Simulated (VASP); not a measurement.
# WC (P-6m2) in VASP: further runs

WC is run at these levels: PBE; tasks: single point.

All numbers are computed with VASP 6.6.1; they aren't measurements. Logs are shortened: lines on timing, memory, paths and dates and some standing lists are left out, and cuts for length are marked.

### Step 1. The cell of the first run

The structure is hexagonal, space group P-6m2 (No. 187). The conventional cell has a = 2.910 Å, b = 2.910 Å, c = 2.838 Å, α = 90.00°, β = 90.00°, γ = 120.00°. W (site symmetry -6m2) has 6 C at 2.20 Å and 2 W at 2.84 Å within 2.9 Å. Within 2.9 Å of C (site symmetry -6m2) lie 6 W at 2.20 Å and 2 C at 2.84 Å.

### Step 2. Single point, PBE (volume scaled by 1.01)

Contents of INCAR:

```
PREC = Accurate
ENCUT = 520
EDIFF = 1E-6
ISMEAR = -1
SIGMA = 0.05
LREAL = F
LASPH = T
NELM = 80
ALGO = Normal
ISIF = 2
LWAVE = F
LCHARG = F
GGA = PE
NBANDS = 16
```

Contents of KPOINTS:

```
regular mesh
0
Gamma
  13 13 12
```

Contents of POSCAR:

```
WC
1.0
    2.9101377242      0.0000000000      0.0000000000
   -1.4550688621      2.5202531977      0.0000000000
    0.0000000000      0.0000000000      2.8383987401
W C
1 1
Direct
    0.0000000000      0.0000000000      0.0000000000
    0.6666666667      0.3333333333      0.5000000000
```

Potentials or basis: VASP PAW PBE potentials, release 64 (W_sv, C).

Run with:

```bash
cat potpaw_PBE.64/W_sv/POTCAR potpaw_PBE.64/C/POTCAR > POTCAR
mpirun -np 1 vasp_std > vasp.out
```

OUTCAR:

```text
PREC = Accurate
   ENCUT = 520
   EDIFF = 1E-6
   ISMEAR = -1
   LREAL = F
   LASPH = T
   NELM = 80
   ISIF = 2
   GGA = PE

 ion  position               nearest neighbor table
   1  0.000  0.000  0.000-   2 2.20   2 2.20   2 2.20   2 2.20   2 2.20   2 2.20
   2  0.667  0.333  0.500-   1 2.20   1 2.20   1 2.20   1 2.20   1 2.20   1 2.20

  LATTYP: Found a hexagonal cell.
 ALAT       =     2.9101377242
 C/A-ratio  =     0.9753485948

  Lattice vectors:

 A1 = (   2.9101377242,   0.0000000000,   0.0000000000)
 A2 = (  -1.4550688621,   2.5202531977,   0.0000000000)
 A3 = (   0.0000000000,   0.0000000000,   2.8383987401)

Analysis of symmetry for initial positions (statically):
=====================================================================
 Subroutine PRICEL returns:
 Original cell was already a primitive cell.

 Routine SETGRP: Setting up the symmetry group for a
 hexagonal supercell.

 Subroutine GETGRP returns: Found 12 space group operations
 (whereof 12 operations were pure point group operations)
 out of a pool of 24 trial point group operations.

The static configuration has the point symmetry D_3h.

Analysis of symmetry for dynamics (positions and initial velocities):
=====================================================================
 Subroutine PRICEL returns:
 Original cell was already a primitive cell.

 Routine SETGRP: Setting up the symmetry group for a
 hexagonal supercell.

 Subroutine GETGRP returns: Found 12 space group operations
 (whereof 12 operations were pure point group operations)
 out of a pool of 24 trial point group operations.

The dynamic configuration has the point symmetry D_3h.

 Subroutine INISYM returns: Found 12 space group operations
 (whereof 12 operations are pure point group operations),
 and found     1 'primitive' translations

----------------------------------------------------------------------------------------

                                     Primitive cell

  volume of cell :      20.8176

  direct lattice vectors                    reciprocal lattice vectors
     2.910137724  0.000000000  0.000000000     0.343626349  0.198392765  0.000000000
    -1.455068862  2.520253198  0.000000000     0.000000000  0.396785530  0.000000000
     0.000000000  0.000000000  2.838398740     0.000000000  0.000000000  0.352311318

  length of vectors
     2.910137724  2.910137724  2.838398740     0.396785530  0.396785530  0.352311318

  position of ions in fractional coordinates (direct lattice)
     0.000000000  0.000000000  0.000000000
     0.666666667  0.333333333  0.500000000

  ion indices of the primitive-cell ions
   primitive index   ion index
                 1           1
                 2           2

----------------------------------------------------------------------------------------

 KPOINTS: regular mesh

Automatic generation of k-mesh.
 Grid dimensions read from file:
 generate k-points for:   13   13   12

 Generating k-lattice:

  Cartesian coordinates                     Fractional coordinates (reciprocal lattice)
     0.026432796  0.015260982  0.000000000     0.076923077  0.000000000  0.000000000
     0.000000000  0.030521964  0.000000000     0.000000000  0.076923077  0.000000000
     0.000000000  0.000000000  0.029359276     0.000000000  0.000000000  0.083333333

  Length of vectors
     0.030521964  0.030521964  0.029359276

  Shift w.r.t. Gamma in fractional coordinates (k-lattice)
     0.000000000  0.000000000  0.000000000

 Subroutine IBZKPT returns following result:
 ===========================================

 Found    147 irreducible k-points:

 Following reciprocal coordinates:
            Coordinates               Weight
  0.000000  0.000000  0.000000      1.000000
  0.076923  0.000000  0.000000      6.000000
  0.153846  0.000000  0.000000      6.000000
  0.230769  0.000000  0.000000      6.000000
  0.307692  0.000000  0.000000      6.000000
  0.384615  0.000000  0.000000      6.000000
[... 16 lines left out ...]
  0.076923  0.000000  0.083333     12.000000
  0.153846  0.000000  0.083333     12.000000
 [... further k-points ...]
   k-points           NKPTS =    147   k-points in BZ     NKDIM =    147   number of bands    NBANDS=     16
   number of dos      NEDOS =    301   number of ions     NIONS =      2
   total plane-waves  NPLWV =  13824
   dimension x,y,z NGX =    24 NGY =   24 NGZ =   24
   dimension x,y,z NGXF=    48 NGYF=   48 NGZF=   48
   ions per type =               1   1
   NGX,Y,Z   is equivalent  to a cutoff of  13.71, 13.71, 14.06 a.u.
   NGXF,Y,Z  is equivalent  to a cutoff of  27.42, 27.42, 28.11 a.u.
 SYSTEM =  unknown system
   PREC   = accura    normal or accurate (medium, high low for compatibility)
   ISTART =      0    job   : 0-new  1-cont  2-samecut
   ICHARG =      2    charge: 1-file 2-atom 10-const
   ISPIN  =      1    spin polarized calculation?
   LNONCOLLINEAR =      F non collinear calculations
   LSORBIT =      F    spin-orbit coupling
   LASPH  =      T    aspherical Exc in radial PAW
   ENCUT  =  520.0 eV  38.22 Ry    6.18 a.u.   5.41  5.41  5.28*2*pi/ulx,y,z
   NELM   =     80;   NELMIN=  2; NELMDL= -5     # of ELM steps
   EDIFF  = 0.1E-05   stopping-criterion for ELM
   LREAL  =      F    real-space projection
   EDIFFG = 0.1E-04   stopping-criterion for IOM
   NSW    =      0    number of steps for IOM
   IBRION =     -1    ionic relax: 0-MD 1-quasi-New 2-CG
   NFREE  =      0    steps in history (QN), initial steepest desc. (CG)
   ISIF   =      2    stress and relaxation
   ISYM   =      2    0-nonsym 1-usesym 2-fastsym
   POTIM  = 0.5000    time-step for ionic-motion
   TEBEG  =    0.0;   TEEND  =   0.0 temperature during run
   PSTRESS=    0.0 pullay stress
   NELECT =      18.0000    total number of electrons
   NUPDOWN=      -1.0000    fix difference up-down
   EMIN   =  10.00;   EMAX   =-10.00  energy-range for DOS
   EFERMI =   0.00;   METHOD = LEGACY
   ISMEAR =    -1;   SIGMA  =   0.05  broadening in eV -4-tet -1-fermi 0-gaus
   EFERMI_NEDOS =   21; number of points for ismear=-14 and -15
   IALGO  =     38    algorithm
   IMIX   =      4    mixing-type and parameters
     AMIX     =   0.40;   BMIX     =  1.00
     AMIX_MAG =   1.60;   BMIX_MAG =  1.00
  volume/ion in A,a.u.               =      10.41        70.24
  Fermi-wavevector in a.u.,A,eV,Ry     =   1.559631  2.947276 33.095491  2.432450
  Thomas-Fermi vector in A             =   2.662961
   LORBIT       =      0    0 simple, 1 ext, 2 COOP (PROOUT), +10 PAW based schemes
   GGA     = PE    functional components
   LHFCALC =     F    Hartree Fock is set to
   AEXX    =    0.0000 exact exchange contribution
   IVDW    =     0    specifies the selected vdW correction
   LEPSILON=     F    determine dielectric tensor
   LRPA    =     F    only Hartree local field effects (RPA)
 non-spin polarized calculation
  energy-cutoff  :      520.00
  volume of cell :       20.82
 maximum number of plane-waves:       581
 NGX is ok and might be reduce to    24
   NGX = 11   NGY = 11   NGZ = 11

 number of electron      18.0000000 magnetization

 Free energy of the ion-electron system (eV)
  ---------------------------------------------------
  ext. energy  EPLUGINS =         0.00000000
  ---------------------------------------------------
  free energy    TOTEN  =       -22.44578876 eV

  energy without entropy =      -22.44298621  energy(sigma->0) =      -22.44438749

 E-fermi :  11.0413     XC(G=0): -13.7821

 val. band max:       10.9988168842   @ k =   0.4615   0.0769   0.4167
 cond. band min:      11.0479294888   @ k =   0.0769   0.0769   0.4167
 fundamental gap:      0.0491126046
 Fermi energy:        11.0413384877

 k-point     1 :       0.0000    0.0000    0.0000
  band No.  band energies     occupation
      1     -62.9744      2.00000
      2     -26.9521      2.00000
      3     -26.8562      2.00000
      4     -26.8562      2.00000
      5      -3.3922      2.00000
      6       6.7413      2.00000
[... 8 lines left out ...]
     15      25.3516      0.00000
     16      27.7401      0.00000

 k-point     2 :       0.0769    0.0000    0.0000
  band No.  band energies     occupation
      1     -62.9711      2.00000
      2     -26.9459      2.00000
      3     -26.9047      2.00000
      4     -26.8672      2.00000
      5      -3.2374      2.00000
      6       6.7852      2.00000
[... 8 lines left out ...]
     15      25.0414      0.00000
     16      28.0661      0.00000

 k-point     3 :       0.1538    0.0000    0.0000
  band No.  band energies     occupation
      1     -62.9620      2.00000
      2     -27.0374      2.00000
      3     -26.9286      2.00000
      4     -26.8975      2.00000
      5      -2.7961      2.00000
      6       6.4785      2.00000
[... 8 lines left out ...]
     15      24.7086      0.00000
     16      28.9734      0.00000

 k-point     4 :       0.2308    0.0000    0.0000
  band No.  band energies     occupation
      1     -62.9492      2.00000
      2     -27.2202      2.00000
      3     -26.9399      2.00000
      4     -26.9042      2.00000
      5      -2.1341      2.00000
      6       5.7269      2.00000
[... 8 lines left out ...]
     15      24.8904      0.00000
     16      29.3082      0.00000

 k-point     5 :       0.3077    0.0000    0.0000
  band No.  band energies     occupation
      1     -62.9356      2.00000
      2     -27.4091      2.00000
      3     -26.9845      2.00000
      4     -26.8781      2.00000
      5      -1.3560      2.00000
      6       4.9867      2.00000
[... 8 lines left out ...]
     15      25.7385      0.00000
     16      28.1361      0.00000

 k-point     6 :       0.3846    0.0000    0.0000
  band No.  band energies     occupation
      1     -62.9243      2.00000
      2     -27.5620      2.00000
      3     -27.0212      2.00000
      4     -26.8563      2.00000
      5      -0.6135      2.00000
      6       4.4024      2.00000
[... 8 lines left out ...]
     15      25.2899      0.00000
     16      27.9351      0.00000

 k-point     7 :       0.4615    0.0000    0.0000
  band No.  band energies     occupation
      1     -62.9179      2.00000
      2     -27.6469      2.00000
      3     -27.0418      2.00000
      4     -26.8440      2.00000
      5      -0.1277      2.00000
      6       4.0624      2.00000
[... 8 lines left out ...]
     15      24.0117      0.00000
     16      28.9376      0.00000

 k-point     8 :       0.0769    0.0769    0.0000
  band No.  band energies     occupation
      1     -62.9649      2.00000
      2     -26.9931      2.00000
      3     -26.9342      2.00000
      4     -26.8900      2.00000
      5      -2.9391      2.00000
      6       6.6412      2.00000
[... 8 lines left out ...]
     15      24.7725      0.00000
     16      28.5997      0.00000

 k-point     9 :       0.1538    0.0769    0.0000
  band No.  band energies     occupation
      1     -62.9540      2.00000
      2     -27.1452      2.00000
      3     -26.9319      2.00000
      4     -26.9133      2.00000
      5      -2.3852      2.00000
      6       6.0270      2.00000
[... 8 lines left out ...]
     15      24.7499      0.00000
     16      29.3922      0.00000
[... 172 lines left out ...]
 k-point    19 :       0.3077    0.2308    0.0000
  band No.  band energies     occupation
      1     -62.9141      2.00000
      2     -27.5280      2.00000
      3     -27.2356      2.00000
      4     -26.8368      2.00000
      5       0.2685      2.00000
      6       4.3855      2.00000
[... 8 lines left out ...]
     15      26.2252      0.00000
     16      27.9546      0.00000

 k-point    20 :       0.3846    0.2308    0.0000
  band No.  band energies     occupation
      1     -62.9116      2.00000
      2     -27.5370      2.00000
      3     -27.2685      2.00000
      4     -26.8321      2.00000
      5       0.5022      2.00000
      6       4.3405      2.00000
[... 8 lines left out ...]
     15      25.7537      0.00000
     16      27.9782      0.00000

 k-point    21 :       0.3077    0.3077    0.0000
  band No.  band energies     occupation
      1     -62.9105      2.00000
      2     -27.4787      2.00000
      3     -27.3485      2.00000
      4     -26.8298      2.00000
      5       0.6258      2.00000
      6       4.4532      2.00000
[... 8 lines left out ...]
     15      26.4183      0.00000
     16      27.1928      0.00000

 k-point    22 :       0.0000    0.0000    0.0833
  band No.  band energies     occupation
      1     -62.9717      2.00000
      2     -27.0040      2.00000
      3     -26.8518      2.00000
      4     -26.8518      2.00000
      5      -3.2229      2.00000
      6       6.6536      2.00000
[... 8 lines left out ...]
     15      25.7427      0.00000
     16      27.7818      0.00000

 k-point    23 :       0.0769    0.0000    0.0833
  band No.  band energies     occupation
      1     -62.9684      2.00000
      2     -26.9977      2.00000
      3     -26.8999      2.00000
      4     -26.8627      2.00000
      5      -3.0718      2.00000
      6       6.7262      2.00000
[... 8 lines left out ...]
     15      25.2262      0.00000
     16      28.0668      0.00000

 k-point    24 :       0.1538    0.0000    0.0833
  band No.  band energies     occupation
      1     -62.9594      2.00000
      2     -27.0332      2.00000
      3     -26.9785      2.00000
      4     -26.8929      2.00000
      5      -2.6421      2.00000
      6       6.5451      2.00000
[... 8 lines left out ...]
     15      24.6337      0.00000
     16      28.8796      0.00000

 [... further k-points ...]

------------------------ aborting loop because EDIFF is reached ----------------------------------------

  FORCE on cell =-STRESS in cart. coord.  units (eV):
  Direction    XX          YY          ZZ          XY          YZ          ZX
  --------------------------------------------------------------------------------------
  -------------------------------------------------------------------------------------
  Total        0.7071247      0.7071247      0.6872911      0.0000000     -0.0000000      0.0000000
  in kB       54.4221215     54.4221215     52.8956757      0.0000000     -0.0000000      0.0000000
  external PRESSURE =      53.9133062 kB  Pullay stress =       0.0000000 kB

 VOLUME and BASIS-vectors are now :
 -----------------------------------------------------------------------------
  energy-cutoff  :      520.00
  volume of cell :       20.82
      direct lattice vectors                 reciprocal lattice vectors
     2.910137724  0.000000000  0.000000000     0.343626349  0.198392765  0.000000000
    -1.455068862  2.520253198  0.000000000     0.000000000  0.396785530  0.000000000
     0.000000000  0.000000000  2.838398740     0.000000000  0.000000000  0.352311318

 POSITION                                       TOTAL-FORCE (eV/Angst)
 -----------------------------------------------------------------------------------
      0.00000      0.00000      0.00000         0.000000     -0.000000      0.000000
      1.45507      0.84008      1.41920        -0.000000      0.000000      0.000000
 -----------------------------------------------------------------------------------
    total drift:                                0.000000     -0.000000      0.000000

  FREE ENERGIE OF THE ION-ELECTRON SYSTEM (eV)
  ---------------------------------------------------
  free  energy   TOTEN  =       -22.4457887614 eV

  energy  without entropy=      -22.4429862133  energy(sigma->0) =      -22.44438749
```

Wall time 81 s (1 thread of AMD EPYC 7R13, shared host); peak memory 0.15 GiB.

Results:

```
Free energy            : -22.4458 eV
Pressure               : 5.4 GPa
Band gap on the k mesh : zero (band 9 reaches 11.72 eV, above the bottom of band 10 at 10.45 eV)
```

Caveat: spin-orbit coupling is left out, which moves the levels of the heavy elements.

### Step 3. Single point, PBE (volume scaled by 1.02)

Contents of INCAR:

```
SYSTEM = WC
PREC = Accurate
ENCUT = 520
EDIFF = 1E-6
ISMEAR = -1
SIGMA = 0.05
LREAL = .FALSE.
LASPH = .TRUE.
NELM = 100
ALGO = Normal
ISIF = 2
LWAVE = .FALSE.
LCHARG = .FALSE.
GGA = PE
NBANDS = 16
```

Contents of KPOINTS:

```
Automatic mesh
0
G
  13 13 12
  0 0 0
```

Contents of POSCAR:

```
WC
1.0
    2.9197106146      0.0000000000      0.0000000000
   -1.4598553073      2.5285435639      0.0000000000
    0.0000000000      0.0000000000      2.8477356453
W C
1 1
Direct
    0.0000000000      0.0000000000      0.0000000000
    0.6666666667      0.3333333333      0.5000000000
```

Potentials or basis: VASP PAW PBE potentials, release 64 (W_sv, C).

Run with:

```bash
cat potpaw_PBE.64/W_sv/POTCAR potpaw_PBE.64/C/POTCAR > POTCAR
mpirun -np 1 vasp_std > vasp.out
```

Wall time 88 s (1 thread of AMD EPYC 7R13, shared host); peak memory 0.15 GiB.

The run converged. Its results:

```
Free energy            : -22.4503 eV
Pressure               : 1.4 GPa
Band gap on the k mesh : zero (band 9 reaches 11.58 eV, above the bottom of band 10 at 10.32 eV)
```

Stress tensor (GPa, compression positive):
```
1.69 0.00 0.00
0.00 1.69 0.00
0.00 0.00 0.96
```

Levels at points of the mesh, in eV from the Fermi level:
```tsv
k point	band 6	band 7	band 8	band 9	band 10	band 11	band 12	band 13
(0.00, 0.00, 0.00)	-4.24	-3.29	-3.29	0.09	3.17	3.17	5.55	5.55
(0.00, 0.00, 0.50)	-8.57	-1.99	-1.99	-0.57	-0.57	3.62	4.48	4.48
```

Caveat: spin-orbit coupling is left out, which moves the levels of the heavy elements.

[end of part 1 of 2]
